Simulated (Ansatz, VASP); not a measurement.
# FeAu: VASP beside Ansatz

INCAR

```
  PREC = Accurate
  ENCUT = 520
  EDIFF = 1E-7
  ISMEAR = -1
  SIGMA = 0.05
  LREAL = False
  LASPH = True
  NELM = 150
  ALGO = Normal
  ISIF = 2
  LWAVE = False
  LCHARG = False
  ISPIN = 2
  MAGMOM = 0 3
  LORBIT = 11
  LMAXMIX = 4
  GGA = PE
  NBANDS = 20
```

Contents of KPOINTS:

```
regular mesh
0
Gamma
  11 11 11
```

POSCAR

```
FeAu
1.0
    1.4117478522      0.8150730025      4.4694532999
   -1.4117478522      0.8150730025      4.4694532999
    0.0000000000     -1.6301460050      4.4694532999
Au Fe
1 1
Direct
    0.0000000000      0.0000000000      0.0000000000
    0.5000000000      0.5000000000      0.5000000000
```

The input input.yaml:

```yaml
crystal:
  lattice:
    - [1.4117478522, 0.8150730025, 4.4694532999]
    - [-1.4117478522, 0.8150730025, 4.4694532999]
    - [0.0, -1.630146005, 4.4694532999]
  atoms:
    - { symbol: Au, position: [0.0, 0.0, 0.0] }
    - { symbol: Fe, position: [0.5, 0.5, 0.5], spin: 3.0 }
hamiltonian:
  xc: pbe
  pseudopotentials: { kind: paw }
magnetization:
  spin_polarized: true
kpoints:
  mp_grid: { grid: [11, 11, 11] }
scf:
  occupations: { method: fermi_dirac, width: 0.05 }
output:
  forces: true
  stress: true
  eigenvalues: true
```

Alike in both runs: task single point; functional PBE; k mesh 11 × 11 × 11; occupations fermi-dirac, width 0.05 eV; collinear spin.

|  | VASP | Ansatz |
| --- | --- | --- |
| version | VASP 6.6.1 | Ansatz 0.2.0 |
| potentials or method | VASP PAW PBE potentials, release 64 (Au, Fe) | Ansatz PAW |
| plane-wave cutoff (eV) | 520 | 420 |
| valence electrons in the cell | 19 | 35 |

```tsv
	VASP	Ansatz	Ansatz less VASP
gap on the k mesh at the Fermi level (eV)	none	none	-
pressure (GPa)	-1.3	-1.0	+0.26
traceless stress, the component that is largest in VASP (GPa)	0.97	1.01	+0.038
net moment per atom (μB)	1.45	1.46	+0.006
size of the moment on the site where the two differ most (μB)	2.89	2.93	+0.043
```

Site moments also hang on the region over which each program counts them. A gap of «none» marks a metal or a gap that the smearing closes. VASP's potentials hold 19 valence electrons a cell and Ansatz's 35, so a difference there can come from the potentials and not from the codes.

Spin-orbit coupling is off throughout.
